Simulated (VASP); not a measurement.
Here is a VASP 6.6.1 calculation.

The input INCAR:

```
PREC = Accurate
ENCUT = 600
EDIFF = 1E-6
ISMEAR = 0
SIGMA = 0.2
LREAL = Auto
LASPH = True
NELM = 60
ALGO = Normal
ISIF = 3
LWAVE = False
LCHARG = False
GGA = PE
IBRION = 2
NSW = 36
EDIFFG = -0.08
```

Contents of KPOINTS:

```
regular mesh
0
Gamma
  5 5 1
```

The input POSCAR:

```
Mg3Zn2O3
1.0
    3.0339576100      0.0000000000      0.0000000000
    0.0000000000      3.0339576100      0.0000000000
    0.0000000000      0.0000000000     20.0241202300
Mg Zn O
6 4 6
Direct
    0.0000000000      0.5000000000      0.9470000000
    0.0000000000      0.5000000000      0.1590000000
    0.0000000000      0.5000000000      0.7350000000
    0.5000000000      0.0000000000      0.8410000000
    0.5000000000      0.0000000000      0.0530000000
    0.5000000000      0.0000000000      0.2650000000
    0.0000000000      0.5000000000      0.3710000000
    0.5000000000      0.0000000000      0.6290000000
    0.0000000000      0.5000000000      0.5430000000
    0.5000000000      0.0000000000      0.4570000000
    0.0000000000      0.5000000000      0.8410000000
    0.0000000000      0.5000000000      0.2650000000
    0.0000000000      0.5000000000      0.0530000000
    0.5000000000      0.0000000000      0.9470000000
    0.5000000000      0.0000000000      0.1590000000
    0.5000000000      0.0000000000      0.7350000000
```

Potentials or basis: VASP PAW PBE potentials, release 64 (Mg, Zn, O).

Run with:

```bash
$ cat potpaw_PBE.64/Mg/POTCAR potpaw_PBE.64/Zn/POTCAR potpaw_PBE.64/O/POTCAR > POTCAR
$ mpirun -np 1 vasp_std > vasp.out
```

(1) Predict the relaxed volume.

(2) Estimate the band gap on the k mesh.

(3) What does it give for the relaxed cell?

Results:

(1) 11.36 Å³/atom.

(2) zero (bands 48 and 49 overlap by 1.45 eV).

(3) a = 2.980 Å, b = 2.980 Å, c = 20.467 Å, α = 90.00°, β = 90.00°, γ = 90.00°.

Caveat: the k points lie up to 0.42 Å⁻¹ apart in the final cell, too coarse for converged energies and pressures of a metal.
